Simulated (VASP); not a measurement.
# Al16Co16Si (a cell with a defect) in VASP: notebook

Runs on Al16Co16Si (a cell with a defect). Level: PBE. Tasks: single point.

All numbers are computed with VASP 6.6.1; they aren't measurements. Logs are shortened: lines on timing, memory, paths and dates and some standing lists are left out, and cuts for length are marked.

### Step 1. The cell of the first run

The cell holds a defect, 33 atoms: a = 8.065 Å, b = 8.065 Å, c = 8.065 Å, α = 60.00°, β = 60.00°, γ = 60.00°.

### Step 2. Single point, PBE

INCAR

```
PREC = Accurate
ENCUT = 520
EDIFF = 1E-6
ISMEAR = 1
SIGMA = 0.1
LREAL = Auto
LASPH = T
NELM = 120
ALGO = Normal
ISIF = 2
LWAVE = F
LCHARG = F
GGA = PE
NBANDS = 120
GGA_COMPAT = F
```

KPOINTS

```
regular mesh
0
Gamma
  1 1 1
```

POSCAR

```
Al16Co16Si
1.0
    0.0000000000      5.7030923000      5.7030923000
    5.7030923000      0.0000000000      5.7030923000
    5.7030923000      5.7030923000      0.0000000000
Al Co Si
16 16 1
Direct
   -0.0119343523      0.0097849718      0.0117344253
    0.2521647690      0.2536835233      0.2422056663
   -0.0008035437      0.0013744712      0.4955475475
    0.2550695130      0.2488488223      0.7447270784
   -0.0119284350      0.4879111060      0.0117270025
    0.2521609191      0.7494397691      0.2422052442
    0.0230709353      0.4805666592      0.5132968795
    0.1375344951      0.7488550847      0.8622542880
    0.4864965792      0.0171364444     -0.0232699346
    0.7550956878      0.2488461813      0.2447049585
    0.5200921953      0.0171462484      0.4797053381
    0.7575920901      0.2440073886      0.7476363444
    0.5042502402      0.4963198622      0.0006026156
    0.7459892059      0.7488507225      0.2538104079
    0.5200821284      0.4805532170      0.4797155052
    0.7575918066      0.7482569827      0.7476332832
    0.1241514763      0.1279582990      0.1174310562
    0.3823161085      0.3732434921      0.3686991641
    0.1434573012      0.0948251412      0.6264670119
    0.3733198382      0.4028804178      0.8563459200
    0.1187986044      0.6053181106      0.1680525955
    0.3684636188      0.9028976463      0.3232262839
    0.1434464917      0.6327470817      0.6264743859
    0.3733316711      0.8649503242      0.8563356504
    0.6238769893      0.1256265135      0.1187476070
    0.8810417399      0.3720762922      0.3759174036
    0.6310967324      0.1244612063      0.6174836469
    0.8823643370      0.3697411812      0.8756497262
    0.6238795014      0.6292365366      0.1187578767
    0.8810516554      0.8684521830      0.3759211082
    0.6765787071      0.5947860797      0.6313344527
    0.8317370118      0.8923735045      0.8810028550
    0.4013651480      0.7488496018      0.5984375359
```

Potentials or basis: VASP PAW PBE potentials, release 64 (Al, Co, Si).

Started as:

```
$ cat potpaw_PBE.64/Al/POTCAR potpaw_PBE.64/Co/POTCAR potpaw_PBE.64/Si/POTCAR > POTCAR
$ mpirun -np 1 vasp_gam > vasp.out
```

OUTCAR:

```text
PREC = Accurate
   ENCUT = 520
   EDIFF = 1E-6
   ISMEAR = 1
   LREAL = Auto
   LASPH = T
   NELM = 120
   ISIF = 2
   GGA = PE

 ion  position               nearest neighbor table
   1  0.988  0.010  0.012-  17 2.37  28 2.37  30 2.40  25 2.40   8 2.43  24 2.56  19 2.56  21 2.67
                            32 2.67  10 2.69   6 2.83  12 2.83  14 2.87   4 2.89
   2  0.252  0.254  0.242-  22 2.33  21 2.34  26 2.44  25 2.45  18 2.48  17 2.49  19 2.54  20 2.55
                            13 2.82   5 2.83   7 2.85   9 2.87   3 2.88  11 2.89
   3  0.999  0.001  0.496-  27 2.42  23 2.44  19 2.44  30 2.44  26 2.44  22 2.46  17 2.49  32 2.55
                            12 2.82  16 2.82  10 2.82   6 2.88   2 2.88   8 3.02  33 3.12
   4  0.255  0.249  0.745-  17 2.45  28 2.45  27 2.48  18 2.48  19 2.53  23 2.53  24 2.53  20 2.53
                             7 2.64   9 2.64  15 2.84  11 2.84   5 2.89   1 2.89
   5  0.988  0.488  0.012-  17 2.37  28 2.37  26 2.40  29 2.40   8 2.43  20 2.56  23 2.56  21 2.67
                            32 2.67  10 2.69   2 2.83  16 2.83  14 2.87   4 2.89
   6  0.252  0.749  0.242-  22 2.33  21 2.34  30 2.44  29 2.45  18 2.48  17 2.49  23 2.54  24 2.55
                            13 2.82   1 2.83   7 2.85   9 2.87   3 2.88  15 2.89
   7  0.023  0.481  0.513-  21 2.28  31 2.28  18 2.37  28 2.39  23 2.55  19 2.55  30 2.56  26 2.56
                             4 2.64   6 2.85   2 2.85  16 2.87  12 2.87  14 3.06
   8  0.138  0.749  0.862-  32 2.10  21 2.10  33 2.13   5 2.43   1 2.43  19 2.48  20 2.48  23 2.48
                            24 2.48   3 3.02  13 3.02  14 3.16
   9  0.486  0.017  0.977-  32 2.28  22 2.28  27 2.37  17 2.39  20 2.55  24 2.55  25 2.56  29 2.56
                             4 2.64  12 2.85  16 2.85   2 2.87   6 2.87  14 3.06
  10  0.755  0.249  0.245-  28 2.43  17 2.43  27 2.45  18 2.45  26 2.51  29 2.51  30 2.51  25 2.51
                            11 2.66  15 2.66   1 2.69   5 2.69   3 2.82  13 2.82
  11  0.520  0.017  0.480-  18 2.35  27 2.35  33 2.37  25 2.39  30 2.39  24 2.50  19 2.50  10 2.66
                            22 2.79  31 2.79  14 2.83   4 2.84   2 2.89  16 2.89
  12  0.758  0.244  0.748-  31 2.33  32 2.34  25 2.44  26 2.45  27 2.48  28 2.49  20 2.54  19 2.55
                             3 2.82   1 2.83   9 2.85   7 2.87  13 2.88  15 2.89
  13  0.504  0.496  0.001-  18 2.42  20 2.44  24 2.44  25 2.44  29 2.44  31 2.46  28 2.49  21 2.55
                             2 2.82   6 2.82  10 2.82  16 2.88  12 2.88   8 3.02  33 3.12
  14  0.746  0.749  0.254-  32 2.47  21 2.47  26 2.48  30 2.48  25 2.48  29 2.48  31 2.52  22 2.52
                            33 2.78  11 2.83  15 2.83   1 2.87   5 2.87   7 3.06   9 3.06   8 3.16
  15  0.520  0.481  0.480-  18 2.35  27 2.35  33 2.37  29 2.39  26 2.39  20 2.50  23 2.50  10 2.66
                            22 2.79  31 2.79  14 2.83   4 2.84  12 2.89   6 2.89
  16  0.758  0.748  0.748-  31 2.33  32 2.34  29 2.44  30 2.45  27 2.48  28 2.49  24 2.54  23 2.55
                             3 2.82   5 2.83   9 2.85   7 2.87  13 2.88  11 2.89
  17  0.124  0.128  0.117-   5 2.37   1 2.37   9 2.39  10 2.43   4 2.45   3 2.49   2 2.49   6 2.49
                            22 2.57  28 2.76  26 2.87  30 2.87  20 2.99  24 2.99
  18  0.382  0.373  0.369-  15 2.35  11 2.35   7 2.37  13 2.42  10 2.45   4 2.48   6 2.48   2 2.48
                            21 2.66  27 2.84  29 2.84  25 2.84  19 2.95  23 2.95
  19  0.143  0.095  0.626-   3 2.44   8 2.48  11 2.50   4 2.53   2 2.54  12 2.55   7 2.55  33 2.55
                             1 2.56  24 2.62  22 2.87  26 2.93  18 2.95  32 2.97  28 2.99
  20  0.373  0.403  0.856-  13 2.44   8 2.48  15 2.50   4 2.53  12 2.54   2 2.55   9 2.55  33 2.55
                             5 2.56  23 2.62  31 2.87  25 2.93  27 2.95  21 2.97  17 2.99
  21  0.119  0.605  0.168-   8 2.10   7 2.28   2 2.34   6 2.34  14 2.47  13 2.55  18 2.66   5 2.67
                             1 2.67  26 2.70  30 2.70  20 2.97  24 2.97
[... 32 lines left out ...]
   PSTRESS=    0.0 pullay stress
   NELECT =     196.0000    total number of electrons
   NUPDOWN=      -1.0000    fix difference up-down
   EMIN   =  10.00;   EMAX   =-10.00  energy-range for DOS
   EFERMI =   0.00;   METHOD = LEGACY
   ISMEAR =     1;   SIGMA  =   0.10  broadening in eV -4-tet -1-fermi 0-gaus
   EFERMI_NEDOS =   21; number of points for ismear=-14 and -15
   IALGO  =     38    algorithm
   IMIX   =      4    mixing-type and parameters
     AMIX     =   0.40;   BMIX     =  1.00
     AMIX_MAG =   1.60;   BMIX_MAG =  1.00
  volume/ion in A,a.u.               =      11.24        75.87
  Fermi-wavevector in a.u.,A,eV,Ry     =   1.323447  2.500952 23.830756  1.751511
  Thomas-Fermi vector in A             =   2.453054
   LORBIT       =      0    0 simple, 1 ext, 2 COOP (PROOUT), +10 PAW based schemes
   GGA     = PE    functional components
   LHFCALC =     F    Hartree Fock is set to
   AEXX    =    0.0000 exact exchange contribution
   IVDW    =     0    specifies the selected vdW correction
   LEPSILON=     F    determine dielectric tensor
   LRPA    =     F    only Hartree local field effects (RPA)
 non-spin polarized calculation
 Methfessel and Paxton  Order N= 1 SIGMA  =   0.10
  energy-cutoff  :      520.00
  volume of cell :      370.99
 maximum number of plane-waves:      4921
 NGX is ok and might be reduce to    60
   NGX = 29   NGY = 29   NGZ = 29

 number of electron     196.0000007 magnetization

 Free energy of the ion-electron system (eV)
  ---------------------------------------------------
  ext. energy  EPLUGINS =         0.00000000
  ---------------------------------------------------
  free energy    TOTEN  =      -194.53946247 eV

  energy without entropy =     -194.58574092  energy(sigma->0) =     -194.55488862

 E-fermi :  10.9990     XC(G=0): -12.3816

 val. band max:       10.9376656937   @ k =   0.0000   0.0000   0.0000
 cond. band min:      11.0909520919   @ k =   0.0000   0.0000   0.0000
 fundamental gap:      0.1532863982
 Fermi energy:        10.9989685427

 k-point     1 :       0.0000    0.0000    0.0000
  band No.  band energies     occupation
      1      -0.8478      2.00000
      2       1.1389      2.00000
      3       2.4412      2.00000
      4       2.7477      2.00000
      5       3.0522      2.00000
      6       3.0596      2.00000
[... 102 lines left out ...]
    109      13.3872      0.00000
    110      13.4513      0.00000
 [bands above 110 left out]

------------------------ aborting loop because EDIFF is reached ----------------------------------------

  FORCE on cell =-STRESS in cart. coord.  units (eV):
  Direction    XX          YY          ZZ          XY          YZ          ZX
  --------------------------------------------------------------------------------------
  -------------------------------------------------------------------------------------
  Total       20.2336578     25.6874946     20.2362470      0.0004665      0.0000288     -9.1166626
  in kB       87.3823634    110.9356504     87.3935451      0.0020148      0.0001245    -39.3717998
  external PRESSURE =      95.2371863 kB  Pullay stress =       0.0000000 kB

 VOLUME and BASIS-vectors are now :
 -----------------------------------------------------------------------------
  energy-cutoff  :      520.00
  volume of cell :      370.99
      direct lattice vectors                 reciprocal lattice vectors
     0.000000000  5.703092300  5.703092300    -0.087671736  0.087671736  0.087671736
     5.703092300  0.000000000  5.703092300     0.087671736 -0.087671736  0.087671736
     5.703092300  5.703092300  0.000000000     0.087671736  0.087671736 -0.087671736

 POSITION                                       TOTAL-FORCE (eV/Angst)
 -----------------------------------------------------------------------------------
      0.12273      5.70195      5.69083         0.015045     -0.001155      0.002638
      2.82810      2.81944      2.88490        -0.003825     -0.000209     -0.003594
      2.83399      8.52466      5.70635        -0.005133     -0.008786      0.003081
      5.66646      5.70193      2.87389         0.002097      0.000051     -0.000236
      2.84948      5.70194      8.41767        -0.004115      0.000222     -0.013971
      5.65544      2.81942      5.71222         0.005827     -0.001536      0.001256
[... 25 lines left out ...]
     10.11373      9.76791      9.83276         0.006243     -0.004263     -0.006465
      7.68370      5.70197      6.55978         0.039690      0.000637     -0.037602
 -----------------------------------------------------------------------------------
    total drift:                                0.015994     -0.003002      0.004472

  FREE ENERGIE OF THE ION-ELECTRON SYSTEM (eV)
  ---------------------------------------------------
  free  energy   TOTEN  =      -194.5394624673 eV

  energy  without entropy=     -194.5857409179  energy(sigma->0) =     -194.55488862
```

Wall time 7.3 min (1 thread of Intel Xeon 8259CL, shared host); peak memory 0.49 GiB.

What came out:

* Free energy: -194.5395 eV
* Pressure: 9.5 GPa
* Largest force: 0.055 eV/Å

Forces in eV/Å, atoms in the order of the input:
```
Al   0.015 -0.001  0.003
Al  -0.004  0.000 -0.004
Al  -0.005 -0.009  0.003
Al   0.002  0.000  0.000
Al  -0.004  0.000 -0.014
Al   0.006 -0.002  0.001
Al   0.004 -0.019 -0.001
Al  -0.013 -0.001  0.015
Al   0.004  0.018 -0.002
Al  -0.003  0.000  0.006
Al  -0.001  0.001  0.004
Al   0.006  0.000  0.002
Al  -0.005  0.010  0.003
Al  -0.004  0.000  0.004
Al   0.000 -0.001 -0.002
Al  -0.005  0.000 -0.004
Co   0.001  0.002 -0.002
Co  -0.001  0.000  0.000
Co  -0.001  0.001  0.000
Co  -0.001  0.000  0.001
Co   0.006  0.005 -0.007
Co  -0.022 -0.041  0.022
Co  -0.001  0.001  0.001
Co  -0.001  0.000  0.000
Co  -0.003 -0.004 -0.004
Co   0.004  0.005  0.002
Co  -0.001  0.000  0.000
Co   0.001 -0.002 -0.002
Co   0.004 -0.005  0.003
Co  -0.003  0.004 -0.004
Co  -0.022  0.040  0.022
Co   0.006 -0.004 -0.006
Si   0.040  0.001 -0.038
```

Levels at points of the mesh, in eV from the Fermi level:
```
           k point  band 94  band 95  band 96  band 97  band 98  band 99  band 100  band 101  band 102  band 103
(0.00, 0.00, 0.00)    -0.33    -0.14    -0.12    -0.11    -0.06     0.09      0.18      0.31      0.41      1.04
```

Caveat: the k points lie up to 0.95 Å⁻¹ apart, too coarse for converged energies, forces and pressures. Spin polarisation is off, so any magnetic state and its effect on volume and gap are missing.

### Step 3. Single point, PBE

INCAR

```
PREC     = Accurate       # precision mode
ENCUT    = 520            # plane-wave cutoff, eV
EDIFF    = 1E-6           # SCF threshold, eV
ISMEAR   = 1              # smearing method
SIGMA    = 0.1            # smearing width, eV
LREAL    = Auto         
LASPH    = True           # aspherical terms in the spheres
NELM     = 120            # most SCF steps
ALGO     = Normal         # electronic algorithm
ISIF     = 2              # what is computed and relaxed
LWAVE    = False          # write WAVECAR
LCHARG   = False          # write CHGCAR
GGA      = PE             # functional
NBANDS   = 120            # bands
GGA_COMPAT= False
```

KPOINTS is that of step 2.

POSCAR

```
Al16Co16Si
1.0
    0.0000000000      5.7030923000      5.7030923000
    5.7030923000      0.0000000000      5.7030923000
    5.7030923000      5.7030923000      0.0000000000
Al Co Si
16 16 1
Direct
   -0.0075207144      0.0008196590      0.0074507552
    0.2610646256      0.2325485837      0.2754195221
   -0.0100713465      0.0057152505      0.5044828634
    0.2274958281      0.2325646933      0.7724339219
    0.0017687181      0.5008209847     -0.0018347885
    0.2432940623      0.7534103170      0.2514586714
   -0.0100902181      0.5014564070      0.5044826094
    0.2274809748      0.7691158652      0.7724505070
    0.4954494460     -0.0040841545      0.0100245108
    0.7595179964      0.2399000246      0.2404165470
    0.4925137634      0.0008288293      0.5074190245
    0.7484632252      0.2482340666      0.7566428635
    0.4954503405      0.5001937826      0.0100039717
    0.7595070513      0.7617243971      0.2404278185
    0.6099641479      0.5008077780      0.3899345825
    0.7245290091      0.7691049158      0.7388442879
    0.1237201433      0.1240514509      0.1333811676
    0.3741950495      0.3847602392      0.3958689033
    0.1165076506      0.1252204973      0.6346481848
    0.3792093100      0.3467107606      0.9289245748
    0.1237193154      0.6204165465      0.1333899334
    0.3741863325      0.8467440390      0.3958783242
    0.0710389268      0.6548990644      0.6207199687
    0.3652857360      0.8764457339      0.8834210270
    0.6234170906      0.1217133533      0.1347280024
    0.9158174381      0.3573605633      0.3710287799
    0.6040660918      0.1549013095      0.6257304038
    0.8665530665      0.3812184048      0.8762136762
    0.6289249972      0.6442838956      0.0840740760
    0.8652145208      0.8799211701      0.3765131569
    0.6040617105      0.6168737830      0.6257397959
    0.8665444743      0.8775913067      0.8762145016
    0.3461761389      0.5008306973      0.6537869852
```

Potentials or basis: VASP PAW PBE potentials, release 64 (Al, Co, Si).

Started as:

```
$ cat potpaw_PBE.64/Al/POTCAR potpaw_PBE.64/Co/POTCAR potpaw_PBE.64/Si/POTCAR > POTCAR
$ mpirun -np 1 vasp_gam > vasp.out
```

It took 7.8 min on 1 thread of Intel Xeon 8259CL, shared host; peak memory 0.48 GiB.

It converged, with:

```yaml
Free_energy: -194.5391 eV
Pressure: 9.5 GPa
Largest_force: 0.054 eV/Å
```

Forces in eV/Å, atoms in the order of the input:
```
Al   0.002  0.001 -0.003
Al  -0.005 -0.018  0.001
Al  -0.003  0.001 -0.002
Al  -0.004  0.000 -0.002
Al   0.012  0.001 -0.011
Al   0.002  0.000 -0.004
Al   0.003  0.001  0.006
Al   0.001  0.000  0.004
Al   0.002 -0.001  0.005
Al  -0.014  0.000 -0.006
Al  -0.004 -0.001  0.001
Al   0.002  0.001 -0.003
Al  -0.003 -0.001 -0.002
Al   0.007  0.000  0.016
Al   0.013  0.000 -0.012
Al  -0.005  0.019  0.001
Co   0.003  0.004  0.004
Co  -0.003 -0.002 -0.001
Co   0.001 -0.002 -0.001
Co   0.024  0.042 -0.024
Co  -0.004  0.003 -0.002
Co   0.001 -0.001  0.004
Co   0.024 -0.042 -0.024
Co   0.001  0.002 -0.001
Co  -0.002  0.003  0.002
Co  -0.005  0.007  0.005
Co  -0.003  0.002 -0.001
Co   0.002 -0.004  0.004
Co  -0.004 -0.006  0.004
Co  -0.001 -0.004  0.002
Co   0.001  0.001  0.004
Co  -0.003 -0.004 -0.002
Si  -0.038 -0.001  0.039
```

Stress tensor (GPa, compression positive):
```
 8.72  0.00 -3.94
 0.00 11.07  0.00
-3.94  0.00  8.72
```

Levels at points of the mesh, in eV from the Fermi level:
```
           k point  band 96  band 97  band 98  band 99  band 100  band 101
(0.00, 0.00, 0.00)    -0.12    -0.11    -0.06     0.09      0.18      0.31
```

Caveat: the k points lie up to 0.95 Å⁻¹ apart, too coarse for converged energies, forces and pressures. Spin polarisation is off, so any magnetic state and its effect on volume and gap are missing.

### Step 4. Single point, PBE

INCAR

```
SYSTEM = Al16Co16Si
  PREC = Accurate
  ENCUT = 520
  EDIFF = 1E-6
  ISMEAR = 1
  SIGMA = 0.1
  LREAL = Auto
  LASPH = .TRUE.
  NELM = 120
  ALGO = Normal
  ISIF = 2
  LWAVE = .FALSE.
  LCHARG = .FALSE.
  GGA = PE
  NBANDS = 120
  GGA_COMPAT = .FALSE.
```

KPOINTS

```
regular mesh
0
G
  1 1 1
  0 0 0
```

POSCAR

```
Al16Co16Si
1.0
    0.0000000000      5.7030923000      5.7030923000
    5.7030923000      0.0000000000      5.7030923000
    5.7030923000      5.7030923000      0.0000000000
Al Co Si
16 16 1
Direct
   -0.0119343150      0.0097849547      0.0117344234
    0.2521646897      0.2536835148      0.2422057065
   -0.0008035115      0.0013744298      0.4955475646
    0.2550695173      0.2488488570      0.7447270317
   -0.0119284410      0.4879110934      0.0117269713
    0.2521609198      0.7494397382      0.2422052682
    0.0230709049      0.4805667445      0.5132968828
    0.1375345968      0.7488550554      0.8622542371
    0.4864965976      0.0171364928     -0.0232700074
    0.7550956172      0.2488462268      0.2447049647
    0.5200922314      0.0171461367      0.4797053697
    0.7575920698      0.2440073607      0.7476364182
    0.5042502118      0.4963199526      0.0006025678
    0.7459892417      0.7488506718      0.2538104635
    0.5200821491      0.4805532430      0.4797154519
    0.7575918945      0.7482569588      0.7476332620
    0.1241515064      0.1279582131      0.1174311172
    0.3823160989      0.3732434771      0.3686991003
    0.1434572609      0.0948252232      0.6264669783
    0.3733198391      0.4028804689      0.8563458635
    0.1187985332      0.6053181008      0.1680526896
    0.3684636140      0.9028977139      0.3232262259
    0.1434465649      0.6327470800      0.6264743427
    0.3733315871      0.8649503183      0.8563356935
    0.6238770675      0.1256264956      0.1187475959
    0.8810417640      0.3720763032      0.3759173773
    0.6310967473      0.1244612506      0.6174836062
    0.8823643798      0.3697410789      0.8756497769
    0.6238795223      0.6292364407      0.1187579412
    0.8810516709      0.8684521904      0.3759211472
    0.6765786519      0.5947861829      0.6313344254
    0.8317370210      0.8923734234      0.8810029254
    0.4013651506      0.7488496197      0.5984375354
```

Started as:

```
$ cat potpaw_PBE.64/Al/POTCAR potpaw_PBE.64/Co/POTCAR potpaw_PBE.64/Si/POTCAR > POTCAR
$ mpirun -np 1 vasp_gam > vasp.out
```

It took 7.6 min on 1 thread of Intel Xeon 8259CL, shared host; peak memory 0.49 GiB.

Results (log left out):

```
Free energy   : -194.5395 eV
Pressure      : 9.5 GPa
Largest force : 0.055 eV/Å
```

Forces in eV/Å, atoms in the order of the input:
```
Al   0.015 -0.001  0.003
Al  -0.004  0.000 -0.004
Al  -0.005 -0.009  0.003
Al   0.002  0.000  0.000
Al  -0.004  0.000 -0.014
Al   0.006 -0.002  0.001
Al   0.004 -0.019 -0.001
Al  -0.013 -0.001  0.015
Al   0.004  0.018 -0.002
Al  -0.003  0.000  0.006
Al  -0.001  0.001  0.004
Al   0.006  0.000  0.002
Al  -0.005  0.010  0.003
Al  -0.004  0.000  0.004
Al   0.000 -0.001 -0.002
Al  -0.005  0.000 -0.004
Co   0.001  0.002 -0.002
Co  -0.001  0.000  0.000
Co  -0.001  0.001  0.000
Co  -0.001  0.000  0.001
Co   0.006  0.004 -0.007
Co  -0.022 -0.041  0.022
Co  -0.001  0.001  0.001
Co  -0.001  0.000  0.000
Co  -0.003 -0.004 -0.004
Co   0.004  0.005  0.002
Co  -0.001  0.000  0.000
Co   0.001 -0.002 -0.002
Co   0.004 -0.005  0.003
Co  -0.003  0.004 -0.004
Co  -0.022  0.040  0.022
Co   0.006 -0.004 -0.006
Si   0.040  0.001 -0.038
```

Stress tensor (GPa, compression positive):
```
 8.74  0.00 -3.94
 0.00 11.09  0.00
-3.94  0.00  8.74
```

Levels at points of the mesh, in eV from the Fermi level:
```csv
k point,band 94,band 95,band 96,band 97,band 98,band 99,band 100,band 101,band 102,band 103
"(0.00, 0.00, 0.00)",-0.33,-0.14,-0.12,-0.11,-0.06,0.09,0.18,0.31,0.41,1.04
```

Caveat: the k points lie up to 0.95 Å⁻¹ apart, too coarse for converged energies, forces and pressures. Spin polarisation is off, so any magnetic state and its effect on volume and gap are missing.
